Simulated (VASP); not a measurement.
Write the native input for VASP 6.6.1 that does the following.

```
Task                   : single point
Functional             : r2SCAN
Potentials or basis    : VASP PAW PBE potentials, release 64 (Al, N)
Cutoff                 : 520 eV
k mesh                 : 12 × 12 × 6
Occupations            : gaussian, width 0.01 eV
Spin                   : no spin polarisation
Dipole correction      : no
Further INCAR settings : ALGO = Normal; EDIFF = 1e-07; NBANDS = 16
```

AlN:

```
Al N
1.0
     3.10669    0.07767    0.00000
    -1.48608    2.65164    0.00000
     0.00000    0.00000    4.97859
Al N
2 2
Direct
  0.33082 0.66674 0.99668
  0.66918 0.33326 0.49668
  0.32564 0.66736 0.37832
  0.67436 0.33264 0.87832
```

This cell differs from its parent crystal: shear xy strain +5.0%.

The input as run:

POSCAR

```
AlN
1.0
    3.1066937604      0.0776673440      0.0000000000
   -1.4860849873      2.6516420463      0.0000000000
    0.0000000000      0.0000000000      4.9785915490
Al N
2 2
Direct
    0.3308157430      0.6667427830     -0.0033166579
    0.6691842570      0.3332572170      0.4966833421
    0.3256371235      0.6673600999      0.3783166579
    0.6743628765      0.3326399001      0.8783166579
```

INCAR.step1

```
SYSTEM = AlN
ALGO = Normal
EDIFF = 1E-4
ENCUT = 520
GGA = PE
ISMEAR = 0
LASPH = .True.
LCHARG = .False.
LREAL = .False.
LWAVE = .True.
NBANDS = 16
NELM = 80
PREC = Accurate
SIGMA = 0.01
```

INCAR.step2

```
SYSTEM = AlN
ALGO = Normal
EDIFF = 1E-7
ENCUT = 520
ISIF = 2
ISMEAR = 0
ISTART = 1
LASPH = .True.
LCHARG = .False.
LMIXTAU = .True.
LREAL = .False.
LWAVE = .False.
METAGGA = R2SCAN
NBANDS = 16
NELM = 80
PREC = Accurate
SIGMA = 0.01
```

KPOINTS

```
k-points
0
Gamma
  12 12 6
  0 0 0
```

Potentials or basis: VASP PAW PBE potentials, release 64 (Al, N).

Run with:

```sh
$ cat potpaw_PBE.64/Al/POTCAR potpaw_PBE.64/N/POTCAR > POTCAR
$ cp INCAR.step1 INCAR
$ mpirun -np 1 vasp_std > vasp.out
$ cp INCAR.step2 INCAR
$ mpirun -np 1 vasp_std > vasp.out
```

Results of the run:

| Quantity | Value |
| --- | --- |
| Pressure | -0.4 GPa |
| Largest force | 0.003 eV/Å |
| Band gap on the k mesh | 4.90 eV, direct |

Caveat: the cell differs from its parent crystal (shear xy strain +5.0%); the PAW data sets were made with another functional, which shifts forces and pressure a little.

Wall time 7.5 min on 1 thread of Intel(R) Xeon(R) Platinum 8259CL CPU @ 2.50GHz (Skylake/Cascade Lake), with other jobs on the host, peak memory 0.29 GiB.
